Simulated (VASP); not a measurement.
Write the native input for VASP 6.6.1 that does the following.

```yaml
Task: single point
Functional: r2SCAN
Potentials_or_basis: VASP PAW PBE potentials, release 64 (K_sv)
Cutoff: 520 eV
k_mesh: 9 × 9 × 9
Occupations: fermi-dirac, width 0.1 eV
Spin: no spin polarisation
Dipole_correction: no
Further_INCAR_settings: ALGO = Normal; EDIFF = 1e-07; NBANDS = 10
```

The system is K.

```
K
1.0
    -2.57003    2.57003    2.57003
     2.57003   -2.57003    2.57003
     2.57003    2.57003   -2.57003
K
1
Direct
  0.00000 0.00000 0.00000
```

The input as run:

POSCAR

```
K
1.0
   -2.5700293357      2.5700293357      2.5700293357
    2.5700293357     -2.5700293357      2.5700293357
    2.5700293357      2.5700293357     -2.5700293357
K
1
Direct
    0.0000000000      0.0000000000      0.0000000000
```

INCAR.step1

```
ALGO = Normal
EDIFF = 1E-4
ENCUT = 520
GGA = PE
ISMEAR = -1
LASPH = T
LCHARG = F
LREAL = F
LWAVE = T
NBANDS = 10
NELM = 100
PREC = Accurate
SIGMA = 0.1
```

INCAR.step2

```
ALGO = Normal
EDIFF = 1E-7
ENCUT = 520
ISIF = 2
ISMEAR = -1
ISTART = 1
LASPH = T
LCHARG = F
LMIXTAU = T
LREAL = F
LWAVE = F
METAGGA = R2SCAN
NBANDS = 10
NELM = 100
PREC = Accurate
SIGMA = 0.1
```

KPOINTS

```
k-points
0
Gamma
  9 9 9
```

Potentials or basis: VASP PAW PBE potentials, release 64 (K_sv).

Launch:

```console
$ cat potpaw_PBE.64/K_sv/POTCAR > POTCAR
$ cp INCAR.step1 INCAR
$ mpirun -np 1 vasp_std > vasp.out
$ cp INCAR.step2 INCAR
$ mpirun -np 1 vasp_std > vasp.out
```

Results of the run:

```json
{"Pressure": "0.5 GPa"}
```

Caveat: the PAW data sets were made with another functional, which shifts forces and pressure a little.

It took 73 s on 1 thread of Intel(R) Xeon(R) Platinum 8488C (Sapphire Rapids), on a shared host, peak memory 0.22 GiB.
